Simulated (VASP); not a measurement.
Input of a VASP 6.6.1 run:

Contents of INCAR:

```
SYSTEM = Be
PREC = Accurate
ENCUT = 600
EDIFF = 1E-6
ISMEAR = -1
SIGMA = 0.1
LREAL = .FALSE.
LASPH = .TRUE.
NELM = 120
ALGO = Normal
ISIF = 2
LWAVE = .FALSE.
LCHARG = .TRUE.
GGA = CA
LELF = .TRUE.
LVHAR = .TRUE.
NBANDS = 7
GGA_COMPAT = .FALSE.
```

Contents of KPOINTS:

```
regular mesh
0
G
  21 21 21
  0 0 0
```

POSCAR

```
Be
1.0
    2.0675056490      0.0000000000      0.0000000000
    0.0000000000      2.0675056490      0.0000000000
    0.0000000000      0.0000000000      2.0675056490
Be
1
Direct
    0.0000000000      0.0000000000      0.0000000000
```

Potentials or basis: VASP PAW LDA potentials, release 64 (Be).

Launch:

```console
$ cat potpaw_LDA.64/Be/POTCAR > POTCAR
$ mpirun -np 1 vasp_std > vasp.out
```

(1) Predict the band gap on the k mesh.

(2) What does it give for the pressure?

Results:

(1) zero (bands 1 and 2 overlap by 6.89 eV).

(2) 10.4 GPa.

Caveat: the cell stands under pressure.
